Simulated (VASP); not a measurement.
CO2:

```
C O
1.0
     4.33500    0.00000    0.00000
     0.00000    4.33500    0.00000
     0.00000    0.00000    6.10200
C O
4 8
Cartesian
  2.1666 2.1666 0.0000
  0.0009 4.3341 1.5255
  2.1684 2.1684 3.0510
  4.3341 0.0009 4.5765
  0.8199 0.8191 1.5260
  1.3484 2.9874 3.0515
  3.5151 3.5159 4.5770
  2.9866 1.3476 0.0005
  2.9874 1.3484 3.0505
  3.5159 3.5151 1.5250
  1.3476 2.9866 6.1015
  0.8191 0.8199 4.5760
```

Base run:

```yaml
Program: VASP 6.6.1
Functional: PBEsol
Potentials_or_basis: VASP PAW PBE potentials, release 64 (C, O)
Cutoff: 520 eV
k_mesh: 5 × 5 × 4
Occupations: fermi-dirac, width 0.02 eV
Spin: no spin polarisation
```

Its results: band gap on the k mesh 6.45 eV; pressure 17.8 GPa; largest force 0.754 eV/Å.

The run is repeated on the same cell with these changes: functional from PBEsol to r2SCAN. What comes out?

Band gap on the k mesh 7.12 eV; pressure 15.8 GPa; largest force 0.057 eV/Å.

r2SCAN gives the wider gap, since meta-GGAs in the generalised Kohn-Sham scheme recover part of the derivative discontinuity.

Caveats: the PAW data sets were made with another functional, which shifts forces and pressure a little.

A k mesh can miss the band edges.
